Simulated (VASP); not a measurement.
# PdPt2S6 in VASP: a series of runs

Runs on PdPt2S6. Level: PBE. Tasks: single point.

Program: VASP 6.6.1. These are calculated values, not measurements. Logs are shortened: lines on timing, memory, paths and dates and some standing lists are left out, and cuts for length are marked.

### Step 1. The cell of the first run

The typed cell holds 9 atoms: a = 3.572 Å, b = 3.572 Å, c = 19.413 Å, α = 89.98°, β = 90.62°, γ = 120.00°.

### Step 2. Single point, PBE

Contents of INCAR:

```
  PREC = Accurate
  ENCUT = 520
  EDIFF = 1E-6
  ISMEAR = 0
  SIGMA = 0.1
  LREAL = F
  LASPH = T
  NELM = 80
  ALGO = Normal
  ISIF = 2
  LWAVE = F
  LCHARG = F
  GGA = PE
  NBANDS = 43
```

Contents of KPOINTS:

```
regular mesh
0
Gamma
  6 6 1
```

Contents of POSCAR:

```
PdPt2S6
1.0
    3.5720780154     -0.0001301900     -0.0201411849
   -1.7863614207      3.0936651151      0.0009375352
   -0.1003713782     -0.0556608771     19.4124633106
Pd Pt S
1 2 6
Direct
   -0.0005540822      0.0000389359     -0.0001101687
   -0.0016824280     -0.0012633987      0.3329743278
    0.0021438424      0.0011971401      0.6671457505
    0.3379140503      0.6689347218      0.0632024277
    0.3366579119      0.6677813841      0.3963131517
    0.3403242946      0.6701567215      0.7304705487
    0.6601437135      0.3297825556      0.2696407137
    0.6638175786      0.3322412778      0.6037993735
    0.6612351187      0.3311306618      0.9365638751
```

Potentials or basis: VASP PAW PBE potentials, release 64 (Pd, Pt, S).

Launch:

```console
cat potpaw_PBE.64/Pd/POTCAR potpaw_PBE.64/Pt/POTCAR potpaw_PBE.64/S/POTCAR > POTCAR
mpirun -np 1 vasp_std > vasp.out
```

OUTCAR:

```text
PREC = Accurate
   ENCUT = 520
   EDIFF = 1E-6
   ISMEAR = 0
   LREAL = F
   LASPH = T
   NELM = 80
   ISIF = 2
   GGA = PE

 ion  position               nearest neighbor table
   1  0.999  0.000  1.000-   4 2.40   4 2.40   9 2.40   9 2.40   9 2.40   4 2.40
   2  0.998  0.999  0.333-   5 2.40   7 2.40   7 2.40   7 2.40   5 2.40   5 2.40
   3  0.002  0.001  0.667-   8 2.40   6 2.40   6 2.40   6 2.40   8 2.40   8 2.40
   4  0.338  0.669  0.063-   1 2.40   1 2.40   1 2.40
   5  0.337  0.668  0.396-   2 2.40   2 2.40   2 2.40
   6  0.340  0.670  0.730-   3 2.40   3 2.40   3 2.40
   7  0.660  0.330  0.270-   2 2.40   2 2.40   2 2.40
   8  0.664  0.332  0.604-   3 2.40   3 2.40   3 2.40
   9  0.661  0.331  0.937-   1 2.40   1 2.40   1 2.40

  LATTYP: Found a triclinic cell.
 ALAT       =     3.5721348004
 B/A-ratio  =     0.9999593977
 C/A-ratio  =     5.4345100823
 COS(alpha) =     0.0104440365
 COS(beta)  =     0.0108085019
 COS(gamma) =     0.4999128937

  Lattice vectors:

 A1 = (  -3.5720780154,   0.0001301900,   0.0201411849)
 A2 = (  -1.7857165947,  -3.0935349251,   0.0192036497)
 A3 = (  -0.1003713782,  -0.0556608771,  19.4124633106)

Analysis of symmetry for initial positions (statically):
=====================================================================
 Subroutine PRICEL returns:
 Original cell was already a primitive cell.

 Routine SETGRP: Setting up the symmetry group for a
 triclinic supercell.

 Subroutine GETGRP returns: Found  1 space group operations
 (whereof  1 operations were pure point group operations)
 out of a pool of  2 trial point group operations.

The static configuration has the point symmetry C_1 .

Analysis of symmetry for dynamics (positions and initial velocities):
=====================================================================
 Subroutine PRICEL returns:
 Original cell was already a primitive cell.

 Routine SETGRP: Setting up the symmetry group for a
 triclinic supercell.

 Subroutine GETGRP returns: Found  1 space group operations
 (whereof  1 operations were pure point group operations)
 out of a pool of  2 trial point group operations.

The dynamic configuration has the point symmetry C_1 .

 Subroutine INISYM returns: Found  1 space group operations
 (whereof  1 operations are pure point group operations),
 and found     1 'primitive' translations

[... 110 lines left out ...]
   ISYM   =      2    0-nonsym 1-usesym 2-fastsym
   POTIM  = 0.5000    time-step for ionic-motion
   TEBEG  =    0.0;   TEEND  =   0.0 temperature during run
   PSTRESS=    0.0 pullay stress
   NELECT =      66.0000    total number of electrons
   NUPDOWN=      -1.0000    fix difference up-down
   EMIN   =  10.00;   EMAX   =-10.00  energy-range for DOS
   EFERMI =   0.00;   METHOD = LEGACY
   ISMEAR =     0;   SIGMA  =   0.10  broadening in eV -4-tet -1-fermi 0-gaus
   EFERMI_NEDOS =   21; number of points for ismear=-14 and -15
   IALGO  =     38    algorithm
   IMIX   =      4    mixing-type and parameters
     AMIX     =   0.40;   BMIX     =  1.00
     AMIX_MAG =   1.60;   BMIX_MAG =  1.00
  volume/ion in A,a.u.               =      23.83       160.84
  Fermi-wavevector in a.u.,A,eV,Ry     =   1.105197  2.088519 16.618976  1.221460
  Thomas-Fermi vector in A             =   2.241681
   LORBIT       =      0    0 simple, 1 ext, 2 COOP (PROOUT), +10 PAW based schemes
   GGA     = PE    functional components
   LHFCALC =     F    Hartree Fock is set to
   AEXX    =    0.0000 exact exchange contribution
   IVDW    =     0    specifies the selected vdW correction
   LEPSILON=     F    determine dielectric tensor
   LRPA    =     F    only Hartree local field effects (RPA)
 non-spin polarized calculation
 Gauss-broadening in eV      SIGMA  =   0.10
  energy-cutoff  :      520.00
  volume of cell :      214.51
 maximum number of plane-waves:      5835
 NGX is ok and might be reduce to    28
   NGX = 13   NGY = 13   NGZ = 73

 number of electron      65.9999998 magnetization

 Free energy of the ion-electron system (eV)
  ---------------------------------------------------
  ext. energy  EPLUGINS =         0.00000000
  ---------------------------------------------------
  free energy    TOTEN  =       -44.92432970 eV

  energy without entropy =      -44.92432970  energy(sigma->0) =      -44.92432970

 E-fermi :   3.5404     XC(G=0):  -8.8939

 val. band max:        3.0514272963   @ k =   0.1667   0.0000   0.0000
 cond. band min:       4.4356653732   @ k =  -0.1667   0.1667  -0.0000
 fundamental gap:      1.3842380769
 Fermi energy:         3.5404424768

 k-point     1 :       0.0000    0.0000    0.0000
  band No.  band energies     occupation
      1     -11.0600      2.00000
      2     -11.0485      2.00000
      3     -10.4771      2.00000
      4      -8.8675      2.00000
      5      -8.8408      2.00000
      6      -8.6555      2.00000
[... 909 lines left out ...]
     42       9.1790      0.00000
     43       9.7045      0.00000

------------------------ aborting loop because EDIFF is reached ----------------------------------------

  FORCE on cell =-STRESS in cart. coord.  units (eV):
  Direction    XX          YY          ZZ          XY          YZ          ZX
  --------------------------------------------------------------------------------------
  -------------------------------------------------------------------------------------
  Total       -0.5277252     -0.5218574     -0.3127192      0.0173285      0.0064781     -0.0204334
  in kB       -3.9415677     -3.8977410     -2.3356930      0.1294260      0.0483850     -0.1526169
  external PRESSURE =      -3.3916672 kB  Pullay stress =       0.0000000 kB

 VOLUME and BASIS-vectors are now :
 -----------------------------------------------------------------------------
  energy-cutoff  :      520.00
  volume of cell :      214.51
      direct lattice vectors                 reciprocal lattice vectors
     3.572078015 -0.000130190 -0.020141185     0.279965760  0.161658817  0.001911072
    -1.786361421  3.093665115  0.000937535     0.000017008  0.323250732  0.000926937
    -0.100371378 -0.055660877 19.412463311     0.000290475  0.000152116  0.051515236

 POSITION                                       TOTAL-FORCE (eV/Angst)
 -----------------------------------------------------------------------------------
      3.46967     -0.05566     19.39019         0.006409     -0.000261     -0.002151
      1.74854      3.07109      6.44468         0.003535      0.002252     -0.000292
     -0.06144     -0.03343     12.95090        -0.004277      0.000190     -0.002484
      0.00575      2.06590      1.22074        -0.008971      0.001831     -0.030530
     -0.03011      2.04379      7.68726        -0.004133     -0.002008     -0.037132
     -0.05480      2.03254     14.17401        -0.000764      0.000314     -0.034848
      1.74191      1.00514      5.22140         0.000513     -0.000293      0.036245
      1.71710      0.99415     11.70817         0.005086     -0.000462      0.038278
      1.67646      0.97219     18.16800         0.002602     -0.001563      0.032914
 -----------------------------------------------------------------------------------
    total drift:                                0.000071     -0.000012      0.000171

  FREE ENERGIE OF THE ION-ELECTRON SYSTEM (eV)
  ---------------------------------------------------
  free  energy   TOTEN  =       -44.9243297045 eV

  energy  without entropy=      -44.9243297045  energy(sigma->0) =      -44.92432970
```

It took 5.9 min on 1 thread of Intel Xeon 8259CL, shared host; peak memory 0.39 GiB.

What came out:

- Free energy: -44.9243 eV
- Pressure: -0.3 GPa
- Largest force: 0.039 eV/Å
- Band gap on the k mesh: 1.38 eV

Forces on the atoms (eV/Å):
```
Pd   0.006  0.000 -0.002
Pt   0.004  0.002  0.000
Pt  -0.004  0.000 -0.002
S   -0.009  0.002 -0.031
S   -0.004 -0.002 -0.037
S   -0.001  0.000 -0.035
S    0.001  0.000  0.036
S    0.005  0.000  0.038
S    0.003 -0.002  0.033
```

Caveat: spin-orbit coupling is left out, which moves the levels of the heavy elements; an odd mesh through Γ misses points on the zone boundary, where band edges can lie.

### Step 3. Single point, PBE

This run uses another cell than the first one, of 23.27 Å³/atom.

Contents of INCAR:

```
  PREC = Accurate
  ENCUT = 520
  EDIFF = 1E-6
  ISMEAR = 0
  SIGMA = 0.02
  LREAL = False
  LASPH = True
  NELM = 100
  ALGO = Normal
  ISIF = 2
  LWAVE = False
  LCHARG = False
  GGA = PE
  NBANDS = 43
```

Contents of KPOINTS:

```
regular mesh
0
Gamma
  12 12 2
```

Contents of POSCAR:

```
PdPt2S6
1.0
    3.5712623142      0.0000000289      0.0000000000
   -1.7856311821      3.0928038733      0.0000000000
    0.0000000000      0.0000000000     18.9619127000
Pd Pt S
1 2 6
Direct
    0.0000000000      0.0000000000      0.0000000000
    0.0000000000      0.0000000000      0.3322920000
    0.0000000000      0.0000000000      0.6677080000
    0.3333333333      0.6666666667      0.0648730000
    0.3333333333      0.6666666667      0.3971820000
    0.3333333333      0.6666666667      0.7325910000
    0.6666666667      0.3333333333      0.2674090000
    0.6666666667      0.3333333333      0.6028180000
    0.6666666667      0.3333333333      0.9351270000
```

Potentials or basis: VASP PAW PBE potentials, release 64 (Pd, Pt, S).

Launch:

```console
cat potpaw_PBE.64/Pd/POTCAR potpaw_PBE.64/Pt/POTCAR potpaw_PBE.64/S/POTCAR > POTCAR
mpirun -np 1 vasp_std > vasp.out
```

OUTCAR:

```text
PREC = Accurate
   ENCUT = 520
   EDIFF = 1E-6
   ISMEAR = 0
   LREAL = False
   LASPH = True
   NELM = 100
   ISIF = 2
   GGA = PE

 ion  position               nearest neighbor table
   1  0.000  0.000  0.000-   4 2.40   9 2.40   9 2.40   4 2.40   9 2.40   4 2.40
   2  0.000  0.000  0.332-   7 2.40   7 2.40   7 2.40   5 2.40   5 2.40   5 2.40
   3  0.000  0.000  0.668-   6 2.40   6 2.40   6 2.40   8 2.40   8 2.40   8 2.40
   4  0.333  0.667  0.065-   1 2.40   1 2.40   1 2.40
   5  0.333  0.667  0.397-   2 2.40   2 2.40   2 2.40
   6  0.333  0.667  0.733-   3 2.40   3 2.40   3 2.40
   7  0.667  0.333  0.267-   2 2.40   2 2.40   2 2.40
   8  0.667  0.333  0.603-   3 2.40   3 2.40   3 2.40
   9  0.667  0.333  0.935-   1 2.40   1 2.40   1 2.40

  LATTYP: Found a hexagonal cell.
 ALAT       =     3.5712623142
 C/A-ratio  =     5.3095827278

  Lattice vectors:

 A1 = (   3.5712623142,   0.0000000289,   0.0000000000)
 A2 = (  -1.7856311821,   3.0928038733,   0.0000000000)
 A3 = (   0.0000000000,   0.0000000000,  18.9619127000)

Analysis of symmetry for initial positions (statically):
=====================================================================
 Subroutine PRICEL returns:
 Original cell was already a primitive cell.

 Routine SETGRP: Setting up the symmetry group for a
 hexagonal supercell.

 Subroutine GETGRP returns: Found 12 space group operations
 (whereof 12 operations were pure point group operations)
 out of a pool of 24 trial point group operations.

The static configuration has the point symmetry D_3d.

Analysis of symmetry for dynamics (positions and initial velocities):
=====================================================================
 Subroutine PRICEL returns:
 Original cell was already a primitive cell.

 Routine SETGRP: Setting up the symmetry group for a
 hexagonal supercell.

 Subroutine GETGRP returns: Found 12 space group operations
 (whereof 12 operations were pure point group operations)
 out of a pool of 24 trial point group operations.

The dynamic configuration has the point symmetry D_3d.

 Subroutine INISYM returns: Found 12 space group operations
 (whereof 12 operations are pure point group operations),
 and found     1 'primitive' translations

----------------------------------------------------------------------------------------

                                     Primitive cell

  volume of cell :     209.4384

  direct lattice vectors                    reciprocal lattice vectors
     3.571262314  0.000000029  0.000000000     0.280013034  0.161665603  0.000000000
    -1.785631182  3.092803873  0.000000000    -0.000000003  0.323331202  0.000000000
     0.000000000  0.000000000 18.961912700     0.000000000  0.000000000  0.052737296

  length of vectors
     3.571262314  3.571262314 18.961912700     0.323331202  0.323331202  0.052737296

  position of ions in fractional coordinates (direct lattice)
     0.000000000  0.000000000  0.000000000
     0.000000000  0.000000000  0.332292000
     0.000000000  0.000000000  0.667708000
     0.333333333  0.666666667  0.064873000
     0.333333333  0.666666667  0.397182000
[... 49 lines left out ...]
  0.333333 -0.000000  0.000000      6.000000
  0.416667  0.000000  0.000000      6.000000
[... 16 lines left out ...]
  0.250000  0.000000  0.500000      6.000000
  0.333333 -0.000000  0.500000      6.000000
 [... further k-points ...]
   k-points           NKPTS =     38   k-points in BZ     NKDIM =     38   number of bands    NBANDS=     43
   number of dos      NEDOS =    301   number of ions     NIONS =      9
   total plane-waves  NPLWV = 112896
   dimension x,y,z NGX =    28 NGY =   28 NGZ =  144
   dimension x,y,z NGXF=    56 NGYF=   56 NGZF=  288
   ions per type =               1   2   6
   NGX,Y,Z   is equivalent  to a cutoff of  13.03, 13.03, 12.62 a.u.
   NGXF,Y,Z  is equivalent  to a cutoff of  26.07, 26.07, 25.25 a.u.
 SYSTEM =  unknown system
   PREC   = accura    normal or accurate (medium, high low for compatibility)
   ISTART =      0    job   : 0-new  1-cont  2-samecut
   ICHARG =      2    charge: 1-file 2-atom 10-const
   ISPIN  =      1    spin polarized calculation?
   LNONCOLLINEAR =      F non collinear calculations
   LSORBIT =      F    spin-orbit coupling
   LASPH  =      T    aspherical Exc in radial PAW
   ENCUT  =  520.0 eV  38.22 Ry    6.18 a.u.   6.64  6.64 35.26*2*pi/ulx,y,z
   NELM   =    100;   NELMIN=  2; NELMDL= -5     # of ELM steps
   EDIFF  = 0.1E-05   stopping-criterion for ELM
   LREAL  =      F    real-space projection
   EDIFFG = 0.1E-04   stopping-criterion for IOM
   NSW    =      0    number of steps for IOM
   IBRION =     -1    ionic relax: 0-MD 1-quasi-New 2-CG
   NFREE  =      0    steps in history (QN), initial steepest desc. (CG)
   ISIF   =      2    stress and relaxation
   ISYM   =      2    0-nonsym 1-usesym 2-fastsym
   POTIM  = 0.5000    time-step for ionic-motion
   TEBEG  =    0.0;   TEEND  =   0.0 temperature during run
   PSTRESS=    0.0 pullay stress
   NELECT =      66.0000    total number of electrons
   NUPDOWN=      -1.0000    fix difference up-down
   EMIN   =  10.00;   EMAX   =-10.00  energy-range for DOS
   EFERMI =   0.00;   METHOD = LEGACY
   ISMEAR =     0;   SIGMA  =   0.02  broadening in eV -4-tet -1-fermi 0-gaus
   EFERMI_NEDOS =   21; number of points for ismear=-14 and -15
   IALGO  =     38    algorithm
   IMIX   =      4    mixing-type and parameters
     AMIX     =   0.40;   BMIX     =  1.00
     AMIX_MAG =   1.60;   BMIX_MAG =  1.00
  volume/ion in A,a.u.               =      23.27       157.04
  Fermi-wavevector in a.u.,A,eV,Ry     =   1.114048  2.105246 16.886242  1.241104
  Thomas-Fermi vector in A             =   2.250639
   LORBIT       =      0    0 simple, 1 ext, 2 COOP (PROOUT), +10 PAW based schemes
   GGA     = PE    functional components
   LHFCALC =     F    Hartree Fock is set to
   AEXX    =    0.0000 exact exchange contribution
   IVDW    =     0    specifies the selected vdW correction
   LEPSILON=     F    determine dielectric tensor
   LRPA    =     F    only Hartree local field effects (RPA)
 non-spin polarized calculation
 Gauss-broadening in eV      SIGMA  =   0.02
  energy-cutoff  :      520.00
  volume of cell :      209.44
 maximum number of plane-waves:      5700
 NGX is ok and might be reduce to    28
   NGX = 13   NGY = 13   NGZ = 71

 number of electron      65.9999998 magnetization

 Free energy of the ion-electron system (eV)
  ---------------------------------------------------
  ext. energy  EPLUGINS =         0.00000000
  ---------------------------------------------------
  free energy    TOTEN  =       -44.92282324 eV

  energy without entropy =      -44.92282324  energy(sigma->0) =      -44.92282324

 E-fermi :   3.4268     XC(G=0):  -9.0496

 val. band max:        3.3239644113   @ k =   0.1667   0.0000   0.5000
 cond. band min:       4.3764714574   @ k =   0.2500   0.0000   0.0000
 fundamental gap:      1.0525070461
 Fermi energy:         3.4267985093

 k-point     1 :       0.0000    0.0000    0.0000
  band No.  band energies     occupation
      1     -10.8459      2.00000
      2     -10.8308      2.00000
      3     -10.2388      2.00000
      4      -8.6583      2.00000
      5      -8.6251      2.00000
      6      -8.4183      2.00000
[... 1093 lines left out ...]
     42       9.6728      0.00000
     43      10.5858      0.00000

 [... further k-points ...]

------------------------ aborting loop because EDIFF is reached ----------------------------------------

  FORCE on cell =-STRESS in cart. coord.  units (eV):
  Direction    XX          YY          ZZ          XY          YZ          ZX
  --------------------------------------------------------------------------------------
  -------------------------------------------------------------------------------------
  Total       -0.4843601     -0.4843601     -0.2683656     -0.0000000      0.0000000     -0.0000000
  in kB       -3.7052940     -3.7052940     -2.0529630     -0.0000000      0.0000000     -0.0000000
  external PRESSURE =      -3.1545170 kB  Pullay stress =       0.0000000 kB

 VOLUME and BASIS-vectors are now :
 -----------------------------------------------------------------------------
  energy-cutoff  :      520.00
  volume of cell :      209.44
      direct lattice vectors                 reciprocal lattice vectors
     3.571262314  0.000000029  0.000000000     0.280013034  0.161665603  0.000000000
    -1.785631182  3.092803873  0.000000000    -0.000000003  0.323331202  0.000000000
     0.000000000  0.000000000 18.961912700     0.000000000  0.000000000  0.052737296

 POSITION                                       TOTAL-FORCE (eV/Angst)
 -----------------------------------------------------------------------------------
      0.00000      0.00000      0.00000        -0.000000      0.000000     -0.000000
      0.00000      0.00000      6.30089         0.000000     -0.000000     -0.000541
      0.00000      0.00000     12.66102        -0.000000     -0.000000      0.000541
     -0.00000      2.06187      1.23012         0.000000      0.000000     -0.026761
     -0.00000      2.06187      7.53133        -0.000000     -0.000000     -0.037209
     -0.00000      2.06187     13.89133         0.000000      0.000000     -0.037097
      1.78563      1.03093      5.07059         0.000000     -0.000000      0.037097
      1.78563      1.03093     11.43058        -0.000000      0.000000      0.037209
      1.78563      1.03093     17.73180        -0.000000     -0.000000      0.026761
 -----------------------------------------------------------------------------------
    total drift:                                0.000000      0.000000      0.000000

  FREE ENERGIE OF THE ION-ELECTRON SYSTEM (eV)
  ---------------------------------------------------
  free  energy   TOTEN  =       -44.9228232430 eV

  energy  without entropy=      -44.9228232430  energy(sigma->0) =      -44.92282324
```

It took 11 min on 1 thread of Intel Xeon 8259CL, shared host; peak memory 0.49 GiB.

Results:

| Property | Result |
| --- | --- |
| Free energy | -44.9228 eV |
| Pressure | -0.3 GPa |
| Largest force | 0.037 eV/Å |
| Band gap on the k mesh | 1.05 eV (least direct gap 1.19 eV) |

Forces on the atoms (eV/Å):
```
Pd   0.000  0.000  0.000
Pt   0.000  0.000 -0.001
Pt   0.000  0.000  0.001
S    0.000  0.000 -0.027
S    0.000  0.000 -0.037
S    0.000  0.000 -0.037
S    0.000  0.000  0.037
S    0.000  0.000  0.037
S    0.000  0.000  0.027
```

Stress tensor (GPa, compression positive):
```
-0.37  0.00  0.00
 0.00 -0.37  0.00
 0.00  0.00 -0.21
```

Caveat: spin-orbit coupling is left out, which moves the levels of the heavy elements; this functional lacks dispersion, which binds the layers, so the pressure and a relaxed spacing across them are unreliable.
